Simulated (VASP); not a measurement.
Write the native input for VASP 6.6.1 that does the following.

| Item | Value |
| --- | --- |
| Task | single point |
| Functional | PBE |
| Potentials or basis | VASP PAW PBE potentials, release 64 (P, B) |
| Cutoff | 520 eV |
| k mesh | 4 × 4 × 4 |
| Occupations | fermi-dirac, width 0.04 eV |
| Spin | no spin polarisation |
| Dipole correction | no |
| Further INCAR settings | ALGO = Normal; EDIFF = 1e-06; NBANDS = 11 |

The structure of BP lies in POSCAR:

```
BP
1.0
    0.0000000000      2.2690000000      2.2690000000
    2.2690000000      0.0000000000      2.2690000000
    2.2690000000      2.2690000000      0.0000000000
P B
1 1
Direct
    0.7500000000      0.7500000000      0.7500000000
    0.0000000000      0.0000000000      0.0000000000
```

The input as run:

INCAR

```
SYSTEM = BP
  PREC = Accurate
  ENCUT = 520
  EDIFF = 1E-6
  ISMEAR = -1
  SIGMA = 0.04
  LREAL = .False.
  LASPH = .True.
  NELM = 100
  ALGO = Normal
  ISIF = 2
  LWAVE = .False.
  LCHARG = .False.
  GGA = PE
  NBANDS = 11
```

KPOINTS

```
Automatic mesh
0
Gamma
  4 4 4
  0 0 0
```

Potentials or basis: VASP PAW PBE potentials, release 64 (P, B).

The run is started by

```bash
$ cat potpaw_PBE.64/P/POTCAR potpaw_PBE.64/B/POTCAR > POTCAR
$ mpirun -np 1 vasp_std > vasp.out
```

Results of the run:

* Pressure: 2.0 GPa
* Band gap on the k mesh: 1.31 eV, indirect (least direct gap 3.38 eV)

Caveat: the k points lie up to 0.60 Å⁻¹ apart.

It took 5.6 s on 1 thread of Intel Xeon 8259CL (shared host), peak memory 0.13 GiB.
